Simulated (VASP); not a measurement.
A run of VASP 6.6.1:

The input POSCAR:

```
ReBi
1.0
    0.0000000000      3.1097581038      3.1097581038
    3.1097581038      0.0000000000      3.1097581038
    3.1097581038      3.1097581038      0.0000000000
Re Bi
1 1
Direct
    0.0000000000      0.0000000000      0.0000000000
    0.2500000000      0.2500000000      0.2500000000
```

The input INCAR.step1:

```
SYSTEM = ReBi
PREC     = Accurate       ! precision mode
ENCUT    = 520            ! plane-wave cutoff, eV
ISMEAR   = 0              ! smearing method
SIGMA    = 0.05           ! smearing width, eV
LREAL    = .FALSE.        ! projectors in reciprocal space
LASPH    = .TRUE.         ! aspherical terms in the spheres
NELM     = 60             ! most SCF steps
NBANDS   = 18             ! bands
GGA      = PE             ! functional
ALGO     = Normal         ! electronic algorithm
EDIFF    = 1E-4           ! SCF threshold, eV
LWAVE    = .TRUE.         ! write WAVECAR
LCHARG   = .FALSE.        ! write CHGCAR
```

INCAR.step2

```
SYSTEM = ReBi
PREC     = Accurate       ! precision mode
ENCUT    = 520            ! plane-wave cutoff, eV
EDIFF    = 1E-6           ! SCF threshold, eV
ISMEAR   = 0              ! smearing method
SIGMA    = 0.05           ! smearing width, eV
LREAL    = .FALSE.        ! projectors in reciprocal space
LASPH    = .TRUE.         ! aspherical terms in the spheres
NELM     = 60             ! most SCF steps
ALGO     = Normal         ! electronic algorithm
ISIF     = 2              ! what is computed and relaxed
LWAVE    = .FALSE.        ! write WAVECAR
LCHARG   = .TRUE.         ! write CHGCAR
METAGGA  = R2SCAN         ! meta-GGA
LMIXTAU  = .TRUE.       
LELF     = .TRUE.         ! ELF
LVHAR    = .TRUE.       
NBANDS   = 18             ! bands
ISTART   = 1
```

File KPOINTS:

```
Automatic mesh
0
G
  10 10 10
  0 0 0
```

Potentials or basis: VASP PAW PBE potentials, release 64 (Re, Bi_d).

The run is started by

```console
$ cat potpaw_PBE.64/Re/POTCAR potpaw_PBE.64/Bi_d/POTCAR > POTCAR
$ cp INCAR.step1 INCAR
$ mpirun -np 1 vasp_std > vasp.out
$ cp INCAR.step2 INCAR
$ mpirun -np 1 vasp_std > vasp.out
```

Hardware: 1 thread of AMD EPYC 9R45 96-Core Processor (Zen 5) (shared host).

**Question.** Estimate the wall time of this run.

**Answer.** Run time: 2.2 min on 1 thread of AMD EPYC 9R45 96-Core Processor (Zen 5), with other jobs on the host, peak memory 0.21 GiB. Counts: k points 47.
